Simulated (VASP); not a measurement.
# CuSb3 (Pm-3m) in VASP: relaxation of cell and atoms with PBE

Aim: the relaxation of cell and atoms of CuSb3 with PBE.

Everything below comes from runs of VASP 6.6.1. Logs are shortened: lines on timing, memory, paths and dates and some standing lists are left out, and cuts for length are marked.

**1. The cell of the first run**

It takes space group Pm-3m (No. 221, cubic). Conventional cell: a = 4.550 Å, b = 4.550 Å, c = 4.550 Å, α = 90.00°, β = 90.00°, γ = 90.00°. Within 4.2 Å of Cu (site symmetry m-3m) lie 12 Sb at 3.22 Å. Sb (site symmetry 4/mmm) has 4 Cu at 3.22 Å and 8 Sb at 3.22 Å within 4.2 Å.

**2. Relaxation of cell and atoms, PBE**

The input, INCAR:

```
PREC = Accurate ; ENCUT = 600
EDIFF = 1E-7 ; ISMEAR = 0
SIGMA = 0.1 ; LREAL = False
LASPH = True ; NELM = 100
ALGO = Normal ; ISIF = 3
LWAVE = False ; LCHARG = False
GGA = PE ; IBRION = 2
NSW = 100 ; EDIFFG = -0.01
```

The input, KPOINTS:

```
Automatic mesh
0
Gamma
  10 10 10
```

The input, POSCAR:

```
CuSb3
1.0
    4.5499615279      0.0000000000      0.0000000000
    0.0000000000      4.5499615279      0.0000000000
    0.0000000000      0.0000000000      4.5499615279
Cu Sb
1 3
Direct
    0.0000000000      0.0000000000      0.0000000000
    0.0000000000      0.5000000000      0.5000000000
    0.5000000000      0.0000000000      0.5000000000
    0.5000000000      0.5000000000      0.0000000000
```

Potentials or basis: VASP PAW PBE potentials, release 64 (Cu, Sb).

Command:

```
$ cat potpaw_PBE.64/Cu/POTCAR potpaw_PBE.64/Sb/POTCAR > POTCAR
$ mpirun -np 1 vasp_std > vasp.out
```

OUTCAR:

```text
PREC = Accurate
   ENCUT = 600
   EDIFF = 1E-7
   ISMEAR = 0
   LREAL = False
   LASPH = True
   NELM = 100
   ISIF = 3
   GGA = PE
   IBRION = 2
   NSW = 100
   EDIFFG = -0.01

 ion  position               nearest neighbor table
   1  0.000  0.000  0.000-   2 3.22   3 3.22   4 3.22   2 3.22   3 3.22   2 3.22   4 3.22   2 3.22
                             3 3.22   4 3.22   3 3.22   4 3.22
   2  0.000  0.500  0.500-   1 3.22   3 3.22   4 3.22   1 3.22   4 3.22   1 3.22   3 3.22   1 3.22
                             3 3.22   4 3.22   4 3.22   3 3.22
   3  0.500  0.000  0.500-   1 3.22   2 3.22   4 3.22   1 3.22   4 3.22   2 3.22   4 3.22   4 3.22
                             1 3.22   2 3.22   1 3.22   2 3.22
   4  0.500  0.500  0.000-   1 3.22   2 3.22   3 3.22   2 3.22   3 3.22   1 3.22   3 3.22   3 3.22
                             1 3.22   2 3.22   2 3.22   1 3.22

  LATTYP: Found a simple cubic cell.
 ALAT       =     4.5499615279

  Lattice vectors:

 A1 = (   4.5499615279,   0.0000000000,   0.0000000000)
 A2 = (   0.0000000000,   4.5499615279,   0.0000000000)
 A3 = (   0.0000000000,   0.0000000000,   4.5499615279)

Analysis of symmetry for initial positions (statically):
=====================================================================
 Subroutine PRICEL returns:
 Original cell was already a primitive cell.

 Routine SETGRP: Setting up the symmetry group for a
 simple cubic supercell.

 Subroutine GETGRP returns: Found 48 space group operations
 (whereof 48 operations were pure point group operations)
 out of a pool of 48 trial point group operations.

The static configuration has the point symmetry O_h .

Analysis of symmetry for dynamics (positions and initial velocities):
=====================================================================
 Subroutine PRICEL returns:
 Original cell was already a primitive cell.

 Routine SETGRP: Setting up the symmetry group for a
 simple cubic supercell.

 Subroutine GETGRP returns: Found 48 space group operations
 (whereof 48 operations were pure point group operations)
 out of a pool of 48 trial point group operations.

The dynamic configuration has the point symmetry O_h .

 Subroutine INISYM returns: Found 48 space group operations
 (whereof 48 operations are pure point group operations),
 and found     1 'primitive' translations

----------------------------------------------------------------------------------------

                                     Primitive cell

  volume of cell :      94.1940

  direct lattice vectors                    reciprocal lattice vectors
     4.549961528  0.000000000  0.000000000     0.219782078  0.000000000  0.000000000
     0.000000000  4.549961528  0.000000000     0.000000000  0.219782078  0.000000000
     0.000000000  0.000000000  4.549961528     0.000000000  0.000000000  0.219782078

  length of vectors
     4.549961528  4.549961528  4.549961528     0.219782078  0.219782078  0.219782078

  position of ions in fractional coordinates (direct lattice)
     0.000000000  0.000000000  0.000000000
     0.000000000  0.500000000  0.500000000
     0.500000000  0.000000000  0.500000000
     0.500000000  0.500000000  0.000000000

  ion indices of the primitive-cell ions
   primitive index   ion index
                 1           1
                 2           2
                 3           3
                 4           4

----------------------------------------------------------------------------------------

 KPOINTS: Automatic mesh

Automatic generation of k-mesh.
 Grid dimensions read from file:
 generate k-points for:   10   10   10

 Generating k-lattice:

  Cartesian coordinates                     Fractional coordinates (reciprocal lattice)
     0.021978208  0.000000000  0.000000000     0.100000000  0.000000000  0.000000000
     0.000000000  0.021978208  0.000000000     0.000000000  0.100000000  0.000000000
     0.000000000  0.000000000  0.021978208     0.000000000  0.000000000  0.100000000

  Length of vectors
     0.021978208  0.021978208  0.021978208

  Shift w.r.t. Gamma in fractional coordinates (k-lattice)
     0.000000000  0.000000000  0.000000000

 Subroutine IBZKPT returns following result:
 ===========================================

 Found     56 irreducible k-points:

 Following reciprocal coordinates:
            Coordinates               Weight
  0.000000  0.000000  0.000000      1.000000
  0.100000  0.000000  0.000000      6.000000
  0.200000  0.000000  0.000000      6.000000
  0.300000  0.000000  0.000000      6.000000
  0.400000  0.000000  0.000000      6.000000
  0.500000  0.000000  0.000000      3.000000
[... 16 lines left out ...]
  0.200000  0.100000  0.100000     24.000000
  0.300000  0.100000  0.100000     24.000000
 [... further k-points ...]
   k-points           NKPTS =     56   k-points in BZ     NKDIM =     56   number of bands    NBANDS=     17
   number of dos      NEDOS =    301   number of ions     NIONS =      4
   total plane-waves  NPLWV =  46656
   dimension x,y,z NGX =    36 NGY =   36 NGZ =   36
   dimension x,y,z NGXF=    72 NGYF=   72 NGZF=   72
   ions per type =               1   3
   NGX,Y,Z   is equivalent  to a cutoff of  13.15, 13.15, 13.15 a.u.
   NGXF,Y,Z  is equivalent  to a cutoff of  26.31, 26.31, 26.31 a.u.
 SYSTEM =  unknown system
   PREC   = accura    normal or accurate (medium, high low for compatibility)
   ISTART =      0    job   : 0-new  1-cont  2-samecut
   ICHARG =      2    charge: 1-file 2-atom 10-const
   ISPIN  =      1    spin polarized calculation?
   LNONCOLLINEAR =      F non collinear calculations
   LSORBIT =      F    spin-orbit coupling
   LASPH  =      T    aspherical Exc in radial PAW
   ENCUT  =  600.0 eV  44.10 Ry    6.64 a.u.   9.09  9.09  9.09*2*pi/ulx,y,z
   NELM   =    100;   NELMIN=  2; NELMDL= -5     # of ELM steps
   EDIFF  = 0.1E-06   stopping-criterion for ELM
   LREAL  =      F    real-space projection
   EDIFFG = -.1E-01   stopping-criterion for IOM
   NSW    =    100    number of steps for IOM
   IBRION =      2    ionic relax: 0-MD 1-quasi-New 2-CG
   NFREE  =      1    steps in history (QN), initial steepest desc. (CG)
   ISIF   =      3    stress and relaxation
   ISYM   =      2    0-nonsym 1-usesym 2-fastsym
   POTIM  = 0.5000    time-step for ionic-motion
   TEBEG  =    0.0;   TEEND  =   0.0 temperature during run
   PSTRESS=    0.0 pullay stress
   NELECT =      26.0000    total number of electrons
   NUPDOWN=      -1.0000    fix difference up-down
   EMIN   =  10.00;   EMAX   =-10.00  energy-range for DOS
   EFERMI =   0.00;   METHOD = LEGACY
   ISMEAR =     0;   SIGMA  =   0.10  broadening in eV -4-tet -1-fermi 0-gaus
   EFERMI_NEDOS =   21; number of points for ismear=-14 and -15
   IALGO  =     38    algorithm
   IMIX   =      4    mixing-type and parameters
     AMIX     =   0.40;   BMIX     =  1.00
     AMIX_MAG =   1.60;   BMIX_MAG =  1.00
  volume/ion in A,a.u.               =      23.55       158.91
  Fermi-wavevector in a.u.,A,eV,Ry     =   1.065921  2.014298 15.458761  1.136187
  Thomas-Fermi vector in A             =   2.201488
   LORBIT       =      0    0 simple, 1 ext, 2 COOP (PROOUT), +10 PAW based schemes
   GGA     = PE    functional components
   LHFCALC =     F    Hartree Fock is set to
   AEXX    =    0.0000 exact exchange contribution
   IVDW    =     0    specifies the selected vdW correction
   LEPSILON=     F    determine dielectric tensor
   LRPA    =     F    only Hartree local field effects (RPA)
 conjugate gradient relaxation of ions
 non-spin polarized calculation
 Gauss-broadening in eV      SIGMA  =   0.10
  energy-cutoff  :      600.00
  volume of cell :       94.19
 maximum number of plane-waves:      3178
   NGX = 19   NGY = 19   NGZ = 19

--------------------------------------- Ionic step        1  -------------------------------------------

 number of electron      25.9999992 magnetization

 Free energy of the ion-electron system (eV)
  ---------------------------------------------------
  ext. energy  EPLUGINS =         0.00000000
  ---------------------------------------------------
  free energy    TOTEN  =       -14.49180680 eV

  energy without entropy =      -14.47500740  energy(sigma->0) =      -14.48340710

------------------------ aborting loop because EDIFF is reached ----------------------------------------

  FORCE on cell =-STRESS in cart. coord.  units (eV):
  Direction    XX          YY          ZZ          XY          YZ          ZX
  --------------------------------------------------------------------------------------
  -------------------------------------------------------------------------------------
  Total        0.9961006      0.9961006      0.9961006      0.0000000      0.0000000      0.0000000
  in kB       16.9430114     16.9430114     16.9430114      0.0000000      0.0000000      0.0000000
  external PRESSURE =      16.9430114 kB  Pullay stress =       0.0000000 kB

 VOLUME and BASIS-vectors are now :
 -----------------------------------------------------------------------------
  energy-cutoff  :      600.00
  volume of cell :       94.19
      direct lattice vectors                 reciprocal lattice vectors
     4.549961528  0.000000000  0.000000000     0.219782078  0.000000000  0.000000000
     0.000000000  4.549961528  0.000000000     0.000000000  0.219782078  0.000000000
     0.000000000  0.000000000  4.549961528     0.000000000  0.000000000  0.219782078
[... 39 lines left out ...]
 POSITION                                       TOTAL-FORCE (eV/Angst)
 -----------------------------------------------------------------------------------
      0.00000      0.00000      0.00000         0.000000     -0.000000      0.000000
     -0.00000      2.30231      2.30231        -0.000000      0.000000      0.000000
      2.30231      0.00000      2.30231        -0.000000      0.000000      0.000000
      2.30231      2.30231      0.00000        -0.000000      0.000000      0.000000
 -----------------------------------------------------------------------------------
    total drift:                               -0.000000     -0.000000     -0.000000

  FREE ENERGIE OF THE ION-ELECTRON SYSTEM (eV)
  ---------------------------------------------------
  free  energy   TOTEN  =       -14.5033204391 eV

  energy  without entropy=      -14.4859949980  energy(sigma->0) =      -14.49465772

--------------------------------------- Ionic step        3  -------------------------------------------

 number of electron      25.9999971 magnetization

 Free energy of the ion-electron system (eV)
  ---------------------------------------------------
  ext. energy  EPLUGINS =         0.00000000
  ---------------------------------------------------
  free energy    TOTEN  =       -14.50488335 eV

  energy without entropy =      -14.48759364  energy(sigma->0) =      -14.49623849

 E-fermi :   8.0329     XC(G=0): -10.3548

 val. band max:        8.0188524294   @ k =   0.5000   0.4000   0.0000
 cond. band min:       8.0340838005   @ k =   0.2000   0.1000   0.0000
 fundamental gap:      0.0152313711
 Fermi energy:         8.0328541467

 k-point     1 :       0.0000    0.0000    0.0000
  band No.  band energies     occupation
      1      -4.7458      2.00000
      2       0.7307      2.00000
      3       0.7307      2.00000
      4       3.5615      2.00000
      5       3.5615      2.00000
      6       3.5615      2.00000
[... 9 lines left out ...]
     16      10.7636      0.00000
     17      10.7636      0.00000
[... 441 lines left out ...]
 k-point    24 :       0.3000    0.1000    0.1000
  band No.  band energies     occupation
      1      -4.0412      2.00000
      2      -1.1832      2.00000
      3       0.5017      2.00000
      4       3.4031      2.00000
      5       4.6481      2.00000
      6       5.1193      2.00000
[... 9 lines left out ...]
     16       9.7217      0.00000
     17       9.8991      0.00000

 [... further k-points ...]

------------------------ aborting loop because EDIFF is reached ----------------------------------------

  FORCE on cell =-STRESS in cart. coord.  units (eV):
  Direction    XX          YY          ZZ          XY          YZ          ZX
  --------------------------------------------------------------------------------------
  -------------------------------------------------------------------------------------
  Total        0.0089843      0.0089843      0.0089843      0.0000000      0.0000000      0.0000000
  in kB        0.1488309      0.1488309      0.1488309      0.0000000      0.0000000      0.0000000
  external PRESSURE =       0.1488309 kB  Pullay stress =       0.0000000 kB

 VOLUME and BASIS-vectors are now :
 -----------------------------------------------------------------------------
  energy-cutoff  :      600.00
  volume of cell :       96.72
      direct lattice vectors                 reciprocal lattice vectors
     4.590221159  0.000000000  0.000000000     0.217854427 -0.000000000  0.000000000
     0.000000000  4.590221159  0.000000000    -0.000000000  0.217854427 -0.000000000
    -0.000000000  0.000000000  4.590221159    -0.000000000 -0.000000000  0.217854427

 POSITION                                       TOTAL-FORCE (eV/Angst)
 -----------------------------------------------------------------------------------
      0.00000      0.00000      0.00000         0.000000      0.000000      0.000000
     -0.00000      2.29511      2.29511        -0.000000      0.000000      0.000000
      2.29511      0.00000      2.29511        -0.000000     -0.000000      0.000000
      2.29511      2.29511      0.00000        -0.000000      0.000000      0.000000
 -----------------------------------------------------------------------------------
    total drift:                               -0.000000     -0.000000     -0.000000

  FREE ENERGIE OF THE ION-ELECTRON SYSTEM (eV)
  ---------------------------------------------------
  free  energy   TOTEN  =       -14.5048833538 eV

  energy  without entropy=      -14.4875936357  energy(sigma->0) =      -14.49623849

 reached required accuracy - stopping structural energy minimisation
```

Run time: 1.7 min. Hardware: 1 thread of AMD EPYC 9R45 (Zen 5), shared host; peak memory 0.26 GiB.

Results:

- Free energy: -14.5049 eV
- Relaxed volume: 24.18 Å³/atom
- Relaxed cell: a = 4.590 Å, b = 4.590 Å, c = 4.590 Å, α = 90.00°, β = 90.00°, γ = 90.00°
- Space group after relaxing (to 0.1 Å): Pm-3m (No. 221)
- Energy gained by relaxing: 3.3 meV/atom
- Ionic steps: 3
- Pressure after relaxing: 0.0 GPa
- Band gap on the k mesh: zero (bands 13 and 14 overlap by 1.63 eV)

Step by step:
| step | energy change (eV) | largest force (eV/Å) | pressure (GPa) | volume (Å³) |
| --- | --- | --- | --- | --- |
| 1 | 0.0000 | 0.0000 | 1.69 | 94.19 |
| 2 | -0.0115 | 0.0000 | -0.58 | 97.63 |
| 3 | -0.0131 | 0.0000 | 0.01 | 96.72 |

Final structure:
```
Cu Sb
1.0
     4.59022    0.00000    0.00000
     0.00000    4.59022    0.00000
     0.00000    0.00000    4.59022
Cu Sb
1 3
Direct
  0.00000 0.00000 0.00000
  0.00000 0.50000 0.50000
  0.50000 0.00000 0.50000
  0.50000 0.50000 0.00000
```

Levels at points of the mesh, in eV from the Fermi level:
```csv
k point,band 10,band 11,band 12,band 13,band 14,band 15,band 16,band 17
"(0.00, 0.00, 0.00)",-2.31,-2.31,-1.11,0.89,0.89,0.89,2.73,2.73
"(0.50, 0.00, 0.00)",-1.83,-1.83,-1.70,-1.70,-0.73,-0.21,2.86,2.86
"(0.50, 0.50, 0.00)",-2.15,-1.49,-0.92,-0.92,-0.34,-0.34,1.95,2.73
"(0.50, 0.50, 0.50)",-2.25,-2.25,-2.25,-2.09,4.26,4.26,4.68,4.68
```

Caveat: spin-orbit coupling is left out, which moves the levels of the heavy elements.
